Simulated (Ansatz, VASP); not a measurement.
# Ga3Se: VASP beside Ansatz

```xyz
4
Lattice="4.4325 0.0000 0.0000 0.0000 4.4325 0.0000 0.0000 0.0000 4.4325" Properties=species:S:1:pos:R:3 pbc="T T T"
Ga    0.0000    2.2162    2.2162
Ga    2.2162    0.0000    2.2162
Ga    2.2162    2.2162    0.0000
Se    0.0000    0.0000    0.0000
```

Alike in both runs: task relaxation of cell and atoms; functional PBE; k mesh 10 × 10 × 10; occupations gaussian, width 0.1 eV; no spin polarisation.

|  | VASP | Ansatz |
| --- | --- | --- |
| version | VASP 6.6.1 | Ansatz 0.2.0 |
| potentials or method | VASP PAW PBE potentials, release 64 (Ga_d, Se), cutoff 600 eV | scalar-relativistic, plane waves, PAW |
| valence electrons in the cell | 45 | 55 |

```csv
,VASP,Ansatz,Ansatz less VASP
"gap on the k mesh at the Fermi level, each at its own relaxed structure (eV)",none,none,-
relaxed volume (Å³/atom),21.44,21.42,-0.017
relaxed cell length with the largest relative difference (Å),4.410,4.408,-0.0012
```

A gap of «none» marks a metal or a gap that the smearing closes. VASP's potentials hold 45 valence electrons a cell and Ansatz's 55, so a difference there can come from the potentials and not from the codes.
